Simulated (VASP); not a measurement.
# HfN (km) (Fm-3m) in VASP: single point with PBEsol

Aim: the single point of HfN (km) with PBEsol.

All numbers are computed with VASP 6.6.1; they aren't measurements. Logs are shortened: lines on timing, memory, paths and dates and some standing lists are left out, and cuts for length are marked.

## Step 1: The cell of the first run

The structure is cubic, space group Fm-3m (No. 225). The conventional cell has a = 4.502 Å, b = 4.502 Å, c = 4.502 Å, α = 90.00°, β = 90.00°, γ = 90.00°. Hf (site symmetry m-3m) has 6 N at 2.25 Å within 3.0 Å. N (site symmetry m-3m) has 6 Hf at 2.25 Å within 3.0 Å.

## Step 2: Single point, PBEsol

INCAR reads:

```
SYSTEM = HfN
  PREC = Accurate
  ENCUT = 600
  EDIFF = 1E-6
  ISMEAR = 0
  SIGMA = 0.1
  LREAL = .FALSE.
  LASPH = .TRUE.
  NELM = 120
  ALGO = Normal
  ISIF = 2
  LWAVE = .FALSE.
  LCHARG = .FALSE.
  GGA = PS
  NBANDS = 14
  GGA_COMPAT = .FALSE.
```

KPOINTS reads:

```
Automatic mesh
0
G
  6 6 6
  0 0 0
```

POSCAR reads:

```
HfN
1.0
    0.0000000000      2.2508648572      2.2508648572
    2.2508648572      0.0000000000      2.2508648572
    2.2508648572      2.2508648572      0.0000000000
Hf N
1 1
Direct
    0.0000000000      0.0000000000      0.0000000000
    0.5000000000      0.5000000000      0.5000000000
```

Potentials or basis: VASP PAW PBE potentials, release 64 (Hf_pv, N).

The run is started by

```bash
cat potpaw_PBE.64/Hf_pv/POTCAR potpaw_PBE.64/N/POTCAR > POTCAR
mpirun -np 1 vasp_std > vasp.out
```

OUTCAR:

```text
SYSTEM = HfN
   PREC = Accurate
   ENCUT = 600
   EDIFF = 1E-6
   ISMEAR = 0
   LREAL = .FALSE.
   LASPH = .TRUE.
   NELM = 120
   ISIF = 2
   GGA = PS

 ion  position               nearest neighbor table
   1  0.000  0.000  0.000-   2 2.25   2 2.25   2 2.25   2 2.25   2 2.25   2 2.25
   2  0.500  0.500  0.500-   1 2.25   1 2.25   1 2.25   1 2.25   1 2.25   1 2.25

  LATTYP: Found a face centered cubic cell.
 ALAT       =     4.5017297144

  Lattice vectors:

 A1 = (   0.0000000000,   2.2508648572,   2.2508648572)
 A2 = (   2.2508648572,   0.0000000000,   2.2508648572)
 A3 = (   2.2508648572,   2.2508648572,   0.0000000000)

Analysis of symmetry for initial positions (statically):
=====================================================================
 Subroutine PRICEL returns:
 Original cell was already a primitive cell.

 Routine SETGRP: Setting up the symmetry group for a
 face centered cubic supercell.

 Subroutine GETGRP returns: Found 48 space group operations
 (whereof 48 operations were pure point group operations)
 out of a pool of 48 trial point group operations.

The static configuration has the point symmetry O_h .

Analysis of symmetry for dynamics (positions and initial velocities):
=====================================================================
 Subroutine PRICEL returns:
 Original cell was already a primitive cell.

 Routine SETGRP: Setting up the symmetry group for a
 face centered cubic supercell.

 Subroutine GETGRP returns: Found 48 space group operations
 (whereof 48 operations were pure point group operations)
 out of a pool of 48 trial point group operations.

The dynamic configuration has the point symmetry O_h .

 Subroutine INISYM returns: Found 48 space group operations
 (whereof 48 operations are pure point group operations),
 and found     1 'primitive' translations

----------------------------------------------------------------------------------------

                                     Primitive cell

  volume of cell :      22.8075

  direct lattice vectors                    reciprocal lattice vectors
     0.000000000  2.250864857  2.250864857    -0.222136837  0.222136837  0.222136837
     2.250864857  0.000000000  2.250864857     0.222136837 -0.222136837  0.222136837
     2.250864857  2.250864857  0.000000000     0.222136837  0.222136837 -0.222136837

  length of vectors
     3.183203608  3.183203608  3.183203608     0.384752288  0.384752288  0.384752288

  position of ions in fractional coordinates (direct lattice)
     0.000000000  0.000000000  0.000000000
     0.500000000  0.500000000  0.500000000

  ion indices of the primitive-cell ions
   primitive index   ion index
                 1           1
                 2           2

----------------------------------------------------------------------------------------

 KPOINTS: Automatic mesh

Automatic generation of k-mesh.
 Grid dimensions read from file:
 generate k-points for:    6    6    6

 Generating k-lattice:

  Cartesian coordinates                     Fractional coordinates (reciprocal lattice)
    -0.037022806  0.037022806  0.037022806     0.166666667  0.000000000  0.000000000
     0.037022806 -0.037022806  0.037022806     0.000000000  0.166666667  0.000000000
     0.037022806  0.037022806 -0.037022806     0.000000000  0.000000000  0.166666667

  Length of vectors
     0.064125381  0.064125381  0.064125381

  Shift w.r.t. Gamma in fractional coordinates (k-lattice)
     0.000000000  0.000000000  0.000000000

 Subroutine IBZKPT returns following result:
 ===========================================

 Found     16 irreducible k-points:

 Following reciprocal coordinates:
            Coordinates               Weight
  0.000000  0.000000  0.000000      1.000000
  0.166667  0.000000  0.000000      8.000000
  0.333333  0.000000  0.000000      8.000000
  0.500000  0.000000  0.000000      4.000000
  0.166667  0.166667  0.000000      6.000000
  0.333333  0.166667  0.000000     24.000000
[... 8 lines left out ...]
 -0.333333  0.333333  0.166667     24.000000
 -0.333333  0.500000  0.166667     12.000000
   k-points           NKPTS =     16   k-points in BZ     NKDIM =     16   number of bands    NBANDS=     14
   number of dos      NEDOS =    301   number of ions     NIONS =      2
   total plane-waves  NPLWV =  21952
   dimension x,y,z NGX =    28 NGY =   28 NGZ =   28
   dimension x,y,z NGXF=    56 NGYF=   56 NGZF=   56
   ions per type =               1   1
   NGX,Y,Z   is equivalent  to a cutoff of  14.62, 14.62, 14.62 a.u.
   NGXF,Y,Z  is equivalent  to a cutoff of  29.25, 29.25, 29.25 a.u.
 SYSTEM =  HfN
   PREC   = accura    normal or accurate (medium, high low for compatibility)
   ISTART =      0    job   : 0-new  1-cont  2-samecut
   ICHARG =      2    charge: 1-file 2-atom 10-const
   ISPIN  =      1    spin polarized calculation?
   LNONCOLLINEAR =      F non collinear calculations
   LSORBIT =      F    spin-orbit coupling
   LASPH  =      T    aspherical Exc in radial PAW
   ENCUT  =  600.0 eV  44.10 Ry    6.64 a.u.   6.36  6.36  6.36*2*pi/ulx,y,z
   NELM   =    120;   NELMIN=  2; NELMDL= -5     # of ELM steps
   EDIFF  = 0.1E-05   stopping-criterion for ELM
   LREAL  =      F    real-space projection
   EDIFFG = 0.1E-04   stopping-criterion for IOM
   NSW    =      0    number of steps for IOM
   IBRION =     -1    ionic relax: 0-MD 1-quasi-New 2-CG
   NFREE  =      0    steps in history (QN), initial steepest desc. (CG)
   ISIF   =      2    stress and relaxation
   ISYM   =      2    0-nonsym 1-usesym 2-fastsym
   POTIM  = 0.5000    time-step for ionic-motion
   TEBEG  =    0.0;   TEEND  =   0.0 temperature during run
   PSTRESS=    0.0 pullay stress
   NELECT =      15.0000    total number of electrons
   NUPDOWN=      -1.0000    fix difference up-down
   EMIN   =  10.00;   EMAX   =-10.00  energy-range for DOS
   EFERMI =   0.00;   METHOD = LEGACY
   ISMEAR =     0;   SIGMA  =   0.10  broadening in eV -4-tet -1-fermi 0-gaus
   EFERMI_NEDOS =   21; number of points for ismear=-14 and -15
   IALGO  =     38    algorithm
   IMIX   =      4    mixing-type and parameters
     AMIX     =   0.40;   BMIX     =  1.00
     AMIX_MAG =   1.60;   BMIX_MAG =  1.00
  volume/ion in A,a.u.               =      11.40        76.96
  Fermi-wavevector in a.u.,A,eV,Ry     =   1.423680  2.690366 27.577183  2.026866
  Thomas-Fermi vector in A             =   2.544252
   LORBIT       =      0    0 simple, 1 ext, 2 COOP (PROOUT), +10 PAW based schemes
   GGA     = PS    functional components
   LHFCALC =     F    Hartree Fock is set to
   AEXX    =    0.0000 exact exchange contribution
   IVDW    =     0    specifies the selected vdW correction
   LEPSILON=     F    determine dielectric tensor
   LRPA    =     F    only Hartree local field effects (RPA)
 non-spin polarized calculation
 Gauss-broadening in eV      SIGMA  =   0.10
  energy-cutoff  :      600.00
  volume of cell :       22.81
 maximum number of plane-waves:       778
 NGX is ok and might be reduce to    28
   NGX = 13   NGY = 13   NGZ = 13

 number of electron      15.0000002 magnetization

 Free energy of the ion-electron system (eV)
  ---------------------------------------------------
  ext. energy  EPLUGINS =         0.00000000
  ---------------------------------------------------
  free energy    TOTEN  =       -23.03338560 eV

  energy without entropy =      -23.03172085  energy(sigma->0) =      -23.03255322

 E-fermi :   8.4410     XC(G=0): -12.9508

 val. band max:        8.3933265584   @ k =   0.1667   0.0000   0.0000
 cond. band min:       8.7523232881   @ k =   0.1667   0.0000   0.0000
 fundamental gap:      0.3589967297
 Fermi energy:         8.4410178032

 k-point     1 :       0.0000    0.0000    0.0000
  band No.  band energies     occupation
      1     -22.7372      2.00000
      2     -22.7372      2.00000
      3     -22.7372      2.00000
      4      -9.1963      2.00000
      5       5.3146      2.00000
      6       5.3146      2.00000
      7       5.3146      2.00000
      8       7.9119      2.00000
      9       7.9119      2.00000
     10       7.9119      2.00000
     11      10.2170      0.00000
     12      10.2585      0.00000
     13      10.2585      0.00000
     14      17.8587      0.00000

 k-point     2 :       0.1667    0.0000    0.0000
  band No.  band energies     occupation
      1     -23.0099      2.00000
      2     -22.7601      2.00000
      3     -22.7601      2.00000
      4      -8.5697      2.00000
      5       3.2552      2.00000
      6       4.0734      2.00000
      7       4.0734      2.00000
      8       8.3933      1.49998
      9       8.7523      0.00001
     10       8.7523      0.00001
     11      11.8688      0.00000
     12      12.1011      0.00000
     13      12.1011      0.00000
     14      19.8356      0.00000

 k-point     3 :       0.3333    0.0000    0.0000
  band No.  band energies     occupation
      1     -23.5114      2.00000
      2     -22.8053      2.00000
      3     -22.8053      2.00000
      4      -7.1941      2.00000
      5       0.5776      2.00000
      6       2.6128      2.00000
      7       2.6128      2.00000
      8       9.6424      0.00000
      9      10.6781      0.00000
     10      10.6781      0.00000
     11      13.7902      0.00000
     12      15.3037      0.00000
     13      15.3037      0.00000
     14      20.5235      0.00000
[... 188 lines left out ...]
 k-point    15 :      -0.3333    0.3333    0.1667
  band No.  band energies     occupation
      1     -23.4798      2.00000
      2     -23.2016      2.00000
      3     -22.9799      2.00000
      4      -7.1794      2.00000
      5       1.1942      2.00000
      6       2.6932      2.00000
      7       2.8043      2.00000
      8       9.6196      0.00000
      9       9.8473      0.00000
     10      13.2476      0.00000
     11      14.4468      0.00000
     12      15.4212      0.00000
     13      18.9441      0.00000
     14      19.0727      0.00000

 k-point    16 :      -0.3333    0.5000    0.1667
  band No.  band energies     occupation
      1     -23.4467      2.00000
      2     -23.1921      2.00000
      3     -23.0913      2.00000
      4      -7.6015      2.00000
      5       2.6555      2.00000
      6       2.8116      2.00000
      7       3.0585      2.00000
      8       7.5110      2.00000
      9      11.4241      0.00000
     10      13.5974      0.00000
     11      13.9298      0.00000
     12      14.7912      0.00000
     13      17.6848      0.00000
     14      19.3787      0.00000

------------------------ aborting loop because EDIFF is reached ----------------------------------------

  FORCE on cell =-STRESS in cart. coord.  units (eV):
  Direction    XX          YY          ZZ          XY          YZ          ZX
  --------------------------------------------------------------------------------------
  -------------------------------------------------------------------------------------
  Total       -0.3539896     -0.3539896     -0.3539896      0.0000000     -0.0000000      0.0000000
  in kB      -24.8669644    -24.8669644    -24.8669644      0.0000000     -0.0000000      0.0000000
  external PRESSURE =     -24.8669644 kB  Pullay stress =       0.0000000 kB

 VOLUME and BASIS-vectors are now :
 -----------------------------------------------------------------------------
  energy-cutoff  :      600.00
  volume of cell :       22.81
      direct lattice vectors                 reciprocal lattice vectors
     0.000000000  2.250864857  2.250864857    -0.222136837  0.222136837  0.222136837
     2.250864857  0.000000000  2.250864857     0.222136837 -0.222136837  0.222136837
     2.250864857  2.250864857  0.000000000     0.222136837  0.222136837 -0.222136837

 POSITION                                       TOTAL-FORCE (eV/Angst)
 -----------------------------------------------------------------------------------
      0.00000      0.00000      0.00000         0.000000      0.000000      0.000000
      2.25086      2.25086      2.25086        -0.000000     -0.000000     -0.000000
 -----------------------------------------------------------------------------------
    total drift:                                0.000000      0.000000      0.000000

  FREE ENERGIE OF THE ION-ELECTRON SYSTEM (eV)
  ---------------------------------------------------
  free  energy   TOTEN  =       -23.0333856014 eV

  energy  without entropy=      -23.0317208459  energy(sigma->0) =      -23.03255322
```

Run time: 18 s. Hardware: 1 thread of Intel Xeon 8259CL, shared host; peak memory 0.16 GiB.

What came out:

```yaml
Free_energy: -23.0334 eV
Pressure: -2.5 GPa
```

Caveat: the k points lie up to 0.40 Å⁻¹ apart; the PAW data sets were made with another functional, which shifts forces and pressure a little; spin-orbit coupling is left out, which moves the levels of the heavy elements.
